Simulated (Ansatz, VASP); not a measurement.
## One calculation of Pb, two programs

```
Pb
1.0
     3.52768    0.00000    0.00000
    -1.76384    3.05506    0.00000
     0.00000    0.00000    5.43992
Pb
2
Cartesian
  0.0000 2.0367 1.3600
  1.7638 1.0184 4.0799
```

Alike in both runs: task single point; functional PBE; dispersion D3(BJ); k mesh 18 × 18 × 10; occupations gaussian, width 0.15 eV; no spin polarisation.

|  | VASP | Ansatz |
| --- | --- | --- |
| version | VASP 6.6.1 | Ansatz 0.2.0 |
| potentials or method | VASP PAW PBE potentials, release 64 (Pb_d), cutoff 520 eV | scalar-relativistic, plane waves, PAW |
| valence electrons in the cell | 28 | 28 |

Ansatz gave:

| Item | Value |
| --- | --- |
| gap on the k mesh at the Fermi level (eV) | none |
| pressure (GPa) | 1.8 |
| traceless stress, the component that is largest in VASP (GPa) | 2.09 |

Problem. Estimate VASP's values.

Solution. gap on the k mesh at the Fermi level (eV): none; pressure (GPa): 1.7; traceless stress, the component that is largest in VASP (GPa): 2.09.

A gap of «none» marks a metal or a gap that the smearing closes.

Neither program's run includes spin-orbit coupling.
